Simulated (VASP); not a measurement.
A run of VASP 6.6.1:

File INCAR:

```
  PREC = Accurate
  ENCUT = 520
  EDIFF = 1E-6
  ISMEAR = 0
  SIGMA = 0.1
  LREAL = False
  LASPH = True
  NELM = 150
  ALGO = Normal
  ISIF = 2
  LWAVE = False
  LCHARG = True
  ISPIN = 2
  MAGMOM = 1.12 -0.08 -0.08 0.13
  LORBIT = 11
  LMAXMIX = 4
  GGA = PE
  LELF = True
  LVHAR = True
  NBANDS = 28
```

The input KPOINTS:

```
regular mesh
0
Gamma
  6 6 2
```

Contents of POSCAR:

```
WSe3
1.0
    3.5772366000      0.0000000000      0.0000000000
    0.0000000000      3.5772366000      0.0000000000
    0.0000000000      0.0000000000      8.2973514200
W Se
1 3
Direct
    0.5000000000      0.5000000000      0.5000000000
    0.0000000000      0.0000000000      0.2883566600
    0.0000000000      0.0000000000      0.7116433400
    0.0000000000      0.0000000000      0.0000000000
```

Potentials or basis: VASP PAW PBE potentials, release 64 (W_sv, Se).

The run is started by

```bash
$ cat potpaw_PBE.64/W_sv/POTCAR potpaw_PBE.64/Se/POTCAR > POTCAR
$ mpirun -np 1 vasp_std > vasp.out
```

Hardware: 1 thread of Intel(R) Xeon(R) 6975P-C (Granite Rapids), on a shared host.

Estimate the wall time of this run.

It took 55 s on 1 thread of Intel(R) Xeon(R) 6975P-C (Granite Rapids), on a shared host, peak memory 0.3 GiB. Counts: scf iterations 16, k points 20.
